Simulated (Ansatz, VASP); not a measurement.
# Two plane-wave programs on Ge2Sb2S

```xyz
5
Lattice="5.6396 0.0000 0.0000 0.0000 5.6396 0.0000 0.0000 0.0000 3.9167" Properties=species:S:1:pos:R:3 pbc="T T T"
Ge    0.0000    0.0000    0.0000
Ge    2.8198    2.8198    1.9583
Sb    0.0000    2.8198    0.0000
Sb    2.8198    0.0000    0.0000
S     2.8198    2.8198    0.0000
```

Alike in both runs: task single point; functional PBE; k mesh 4 × 4 × 4; occupations gaussian, width 0.1 eV; no spin polarisation.

```csv
,VASP,Ansatz
version,VASP 6.6.1,Ansatz 0.2.0
potentials or method,"VASP PAW PBE potentials, release 64 (Ge_d, Sb, S), cutoff 520 eV","scalar-relativistic, plane waves, PAW"
valence electrons in the cell,44,64
```

```tsv
	VASP	Ansatz	Ansatz less VASP
gap on the k mesh at the Fermi level (eV)	none	none	-
pressure (GPa)	15.1	15.4	+0.26
traceless stress, the component that is largest in VASP (GPa)	29.11	29.44	+0.335
```

A gap of «none» marks a metal or a gap that the smearing closes. VASP's potentials hold 44 valence electrons a cell and Ansatz's 64, so a difference there can come from the potentials and not from the codes.

The k mesh is coarse, so the values compare programs but aren't converged. Spin-orbit coupling is off throughout.
